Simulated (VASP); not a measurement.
# Pt (Fm-3m) in VASP: notebook, part 2 of 2

VASP 6.6.1.

**6. Relaxation of cell and atoms, PBE, target pressure 260 GPa, at which the enthalpy is minimised**

The input, INCAR:

```
SYSTEM = Pt
  ALGO = Normal
  EDIFF = 1E-6
  EDIFFG = -0.005
  ENCUT = 600
  GGA = PE
  IBRION = 2
  ISIF = 3
  ISMEAR = -1
  LASPH = .TRUE.
  LCHARG = .FALSE.
  LREAL = .FALSE.
  LWAVE = .FALSE.
  NELM = 80
  NSW = 60
  PREC = Accurate
  PSTRESS = 2600.0
  SIGMA = 0.05
```

The input, KPOINTS:

```
k-points
0
G
  19 19 19
  0 0 0
```

The input, POSCAR:

```
Pt
1.0
    0.0000000000      1.7464955840      1.7464955840
    1.7464955840      0.0000000000      1.7464955840
    1.7464955840      1.7464955840      0.0000000000
Pt
1
Direct
    0.0000000000      0.0000000000      0.0000000000
```

Potentials or basis: VASP PAW PBE potentials, release 64 (Pt).

Run with:

```console
> cat potpaw_PBE.64/Pt/POTCAR > POTCAR
> mpirun -np 1 vasp_std > vasp.out
```

OUTCAR:

```text
SYSTEM = Pt
   EDIFF = 1E-6
   EDIFFG = -0.005
   ENCUT = 600
   GGA = PE
   IBRION = 2
   ISIF = 3
   ISMEAR = -1
   LASPH = .TRUE.
   LREAL = .FALSE.
   NELM = 80
   NSW = 60
   PREC = Accurate
   PSTRESS = 2600.0

 ion  position               nearest neighbor table
   1  0.000  0.000  0.000-

  LATTYP: Found a face centered cubic cell.
 ALAT       =     3.4929911680

  Lattice vectors:

 A1 = (   0.0000000000,   1.7464955840,   1.7464955840)
 A2 = (   1.7464955840,   0.0000000000,   1.7464955840)
 A3 = (   1.7464955840,   1.7464955840,   0.0000000000)

Analysis of symmetry for initial positions (statically):
=====================================================================
 Subroutine PRICEL returns:
 Original cell was already a primitive cell.

 Routine SETGRP: Setting up the symmetry group for a
 face centered cubic supercell.

 Subroutine GETGRP returns: Found 48 space group operations
 (whereof 48 operations were pure point group operations)
 out of a pool of 48 trial point group operations.

The static configuration has the point symmetry O_h .

Analysis of symmetry for dynamics (positions and initial velocities):
=====================================================================
 Subroutine PRICEL returns:
 Original cell was already a primitive cell.

 Routine SETGRP: Setting up the symmetry group for a
 face centered cubic supercell.

 Subroutine GETGRP returns: Found 48 space group operations
 (whereof 48 operations were pure point group operations)
 out of a pool of 48 trial point group operations.

The dynamic configuration has the point symmetry O_h .

 Subroutine INISYM returns: Found 48 space group operations
 (whereof 48 operations are pure point group operations),
 and found     1 'primitive' translations

----------------------------------------------------------------------------------------

                                     Primitive cell

  volume of cell :      10.6545

  direct lattice vectors                    reciprocal lattice vectors
     0.000000000  1.746495584  1.746495584    -0.286287583  0.286287583  0.286287583
     1.746495584  0.000000000  1.746495584     0.286287583 -0.286287583  0.286287583
     1.746495584  1.746495584  0.000000000     0.286287583  0.286287583 -0.286287583

  length of vectors
     2.469917742  2.469917742  2.469917742     0.495864640  0.495864640  0.495864640

  position of ions in fractional coordinates (direct lattice)
     0.000000000  0.000000000  0.000000000

  ion indices of the primitive-cell ions
   primitive index   ion index
                 1           1

----------------------------------------------------------------------------------------

 KPOINTS: k-points

Automatic generation of k-mesh.
 Grid dimensions read from file:
 generate k-points for:   19   19   19

 Generating k-lattice:

  Cartesian coordinates                     Fractional coordinates (reciprocal lattice)
    -0.015067768  0.015067768  0.015067768     0.052631579  0.000000000  0.000000000
     0.015067768 -0.015067768  0.015067768     0.000000000  0.052631579  0.000000000
     0.015067768  0.015067768 -0.015067768     0.000000000  0.000000000  0.052631579
[... 42 lines left out ...]
   dimension x,y,z NGX =    20 NGY =   20 NGZ =   20
   dimension x,y,z NGXF=    40 NGYF=   40 NGZF=   40
   ions per type =               1
   NGX,Y,Z   is equivalent  to a cutoff of  13.46, 13.46, 13.46 a.u.
   NGXF,Y,Z  is equivalent  to a cutoff of  26.92, 26.92, 26.92 a.u.
 SYSTEM =  Pt
   PREC   = accura    normal or accurate (medium, high low for compatibility)
   ISTART =      0    job   : 0-new  1-cont  2-samecut
   ICHARG =      2    charge: 1-file 2-atom 10-const
   ISPIN  =      1    spin polarized calculation?
   LNONCOLLINEAR =      F non collinear calculations
   LSORBIT =      F    spin-orbit coupling
   LASPH  =      T    aspherical Exc in radial PAW
   ENCUT  =  600.0 eV  44.10 Ry    6.64 a.u.   4.93  4.93  4.93*2*pi/ulx,y,z
   NELM   =     80;   NELMIN=  2; NELMDL= -5     # of ELM steps
   EDIFF  = 0.1E-05   stopping-criterion for ELM
   LREAL  =      F    real-space projection
   EDIFFG = -.5E-02   stopping-criterion for IOM
   NSW    =     60    number of steps for IOM
   IBRION =      2    ionic relax: 0-MD 1-quasi-New 2-CG
   NFREE  =      1    steps in history (QN), initial steepest desc. (CG)
   ISIF   =      3    stress and relaxation
   ISYM   =      2    0-nonsym 1-usesym 2-fastsym
   POTIM  = 0.5000    time-step for ionic-motion
   TEBEG  =    0.0;   TEEND  =   0.0 temperature during run
   PSTRESS= 2600.0 pullay stress
   NELECT =      10.0000    total number of electrons
   NUPDOWN=      -1.0000    fix difference up-down
   EMIN   =  10.00;   EMAX   =-10.00  energy-range for DOS
   EFERMI =   0.00;   METHOD = LEGACY
   ISMEAR =    -1;   SIGMA  =   0.05  broadening in eV -4-tet -1-fermi 0-gaus
   EFERMI_NEDOS =   21; number of points for ismear=-14 and -15
   IALGO  =     38    algorithm
   IMIX   =      4    mixing-type and parameters
     AMIX     =   0.40;   BMIX     =  1.00
     AMIX_MAG =   1.60;   BMIX_MAG =  1.00
  volume/ion in A,a.u.               =      10.65        71.90
  Fermi-wavevector in a.u.,A,eV,Ry     =   1.602866  3.028978 34.955828  2.569181
  Thomas-Fermi vector in A             =   2.699620
   LORBIT       =      0    0 simple, 1 ext, 2 COOP (PROOUT), +10 PAW based schemes
   GGA     = PE    functional components
   LHFCALC =     F    Hartree Fock is set to
   AEXX    =    0.0000 exact exchange contribution
   IVDW    =     0    specifies the selected vdW correction
   LEPSILON=     F    determine dielectric tensor
   LRPA    =     F    only Hartree local field effects (RPA)
 conjugate gradient relaxation of ions
 non-spin polarized calculation
  energy-cutoff  :      600.00
  volume of cell :       10.65
 maximum number of plane-waves:       366
   NGX =  9   NGY =  9   NGZ =  9

--------------------------------------- Ionic step        1  -------------------------------------------

 number of electron      10.0000000 magnetization

 number of electron       9.9999999 magnetization

 Free energy of the ion-electron system (eV)
  ---------------------------------------------------
  ext. energy  EPLUGINS =         0.00000000
  ---------------------------------------------------
  free energy    TOTEN  =        -3.35145746 eV

  energy without entropy =       -3.34270631  energy(sigma->0) =       -3.34708189

------------------------ aborting loop because EDIFF is reached ----------------------------------------

  FORCE on cell =-STRESS in cart. coord.  units (eV):
  Direction    XX          YY          ZZ          XY          YZ          ZX
  --------------------------------------------------------------------------------------
  -------------------------------------------------------------------------------------
  Total       17.4983689     17.4983689     17.4983689     -0.0000000     -0.0000000      0.0000000
  in kB     2631.3321954   2631.3321954   2631.3321954     -0.0000000     -0.0000000      0.0000000
  external PRESSURE =      31.3321954 kB  Pullay stress =    2600.0000000 kB
[... 61 lines left out ...]
--------------------------------------- Ionic step        3  -------------------------------------------

 number of electron       9.9999999 magnetization

 Free energy of the ion-electron system (eV)
  ---------------------------------------------------
  ext. energy  EPLUGINS =         0.00000000
  ---------------------------------------------------
  free energy    TOTEN  =        -3.39216196 eV

  energy without entropy =       -3.38337516  energy(sigma->0) =       -3.38776856

 E-fermi :  19.3322     XC(G=0): -15.6371

 val. band max:       19.3278819639   @ k =  -0.4737   0.1579   0.0526
 cond. band min:      19.3567821059   @ k =  -0.4211   0.3158   0.0526
 fundamental gap:      0.0289001420
 Fermi energy:        19.3321788570

 k-point     1 :       0.0000    0.0000    0.0000
  band No.  band energies     occupation
      1       4.6282      2.00000
      2      12.7396      2.00000
      3      12.7396      2.00000
      4      12.7396      2.00000
      5      16.5056      2.00000
      6      16.5056      2.00000
      7      32.0513      0.00000
      8      39.1521      0.00000
      9      39.1521      0.00000
[... 265 lines left out ...]
 k-point    24 :      -0.2632    0.0526    0.0000
  band No.  band energies     occupation
      1       7.6318      2.00000
      2      12.4519      2.00000
      3      13.2264      2.00000
      4      13.3254      2.00000
      5      16.5067      2.00000
      6      17.7651      2.00000
      7      32.3843      0.00000
      8      37.0862      0.00000
      9      44.1838      0.00000

 [... further k-points ...]

------------------------ aborting loop because EDIFF is reached ----------------------------------------

  FORCE on cell =-STRESS in cart. coord.  units (eV):
  Direction    XX          YY          ZZ          XY          YZ          ZX
  --------------------------------------------------------------------------------------
  -------------------------------------------------------------------------------------
  Total       17.3301426     17.3301426     17.3301426      0.0000000      0.0000000      0.0000000
  in kB     2599.9495926   2599.9495926   2599.9495926      0.0000000      0.0000000      0.0000000
  external PRESSURE =      -0.0504074 kB  Pullay stress =    2600.0000000 kB
[... 20 lines left out ...]
  energy  without entropy=       -3.3833751642  energy(sigma->0) =       -3.38776856

  enthalpy is  TOTEN    =        13.9383166392 eV   P V=       17.3304786010

 reached required accuracy - stopping structural energy minimisation
```

CONTCAR:

```text
Pt
   1.00000000000000
     0.0000000000000000    1.7478571350219121    1.7478571350219121
     1.7478571350219121    0.0000000000000000    1.7478571350219121
     1.7478571350219121    1.7478571350219121    0.0000000000000000
  Pt
     1
Direct
     0.0000000000000000    0.0000000000000000    0.0000000000000000

  0.00000000E+00  0.00000000E+00  0.00000000E+00
```

Wall time 18 s (1 thread of Intel Xeon 6975P-C (Granite Rapids), shared host); peak memory 0.15 GiB.

What came out:

```yaml
Free_energy: -3.3922 eV
Relaxed_volume: 10.68 Å³/atom
Relaxed_cell: a = 2.472 Å, b = 2.472 Å, c = 2.472 Å, α = 60.00°, β = 60.00°, γ = 60.00°
Space_group_after_relaxing_to_0.1_Å: Fm-3m (No. 225)
Energy_change_on_relaxing_the_run_minimises_the_enthalpy: -40.7 meV/atom
Ionic_steps: 3
Pressure_after_relaxing: 260.0 GPa
Band_gap_on_the_k_mesh: zero (bands 5 and 6 overlap by 4.03 eV)
```

The path:
| step | energy change (eV) | largest force (eV/Å) | pressure (GPa) | volume (Å³) |
| --- | --- | --- | --- | --- |
| 1 | 0.0000 | 0.0000 | 263.13 | 10.65 |
| 2 | -0.4929 | 0.0000 | 224.50 | 10.98 |
| 3 | -0.0407 | 0.0000 | 259.99 | 10.68 |

Final structure:
```
CELL_PARAMETERS angstrom
0.00000 1.74786 1.74786
1.74786 0.00000 1.74786
1.74786 1.74786 0.00000
ATOMIC_POSITIONS crystal
Pt 0.00000 0.00000 0.00000
```

Levels at points of the mesh, in eV from the Fermi level:
```
           k point  band 1  band 2  band 3  band 4  band 5  band 6  band 7  band 8  band 9
(0.00, 0.00, 0.00)  -14.70   -6.59   -6.59   -6.59   -2.83   -2.83   12.72   19.82   19.82
```

Caveat: the cell is relaxed towards a set pressure, so the run minimises the enthalpy, not the energy; spin-orbit coupling is left out, which moves the levels of the heavy elements.

**7. Summary**

```tsv
task	cell	k mesh	cutoff (eV)	gap on the mesh (eV)	pressure (GPa)
single point	a = 2.470 Å, angles 60.0°, 1 atom	19 × 19 × 19	520	none	263.0
single point	a = 2.471 Å, angles 60.0°, 1 atom	19 × 19 × 19	520	none	261.7
single point	a = 2.807 Å, angles 60.0°, 1 atom	17 × 17 × 17	520	none	-0.5
relaxation of cell and atoms	relaxed to 260 GPa from a = 2.470 Å, angles 60.0°, 1 atom	19 × 19 × 19	600	none	260.0
```

Alike in all rows: level PBE; potentials or basis VASP PAW PBE potentials, release 64 (Pt); no spin polarisation; smearing fermi-dirac 0.05 eV.

Caveats: spin-orbit coupling is left out, which moves the levels of the heavy elements; the cell stands under pressure (at least some runs); the cell is relaxed towards a set pressure, so the run minimises the enthalpy, not the energy (at least some runs).

Total energies depend on the potentials used, so only differences within one code and one set of settings carry meaning.
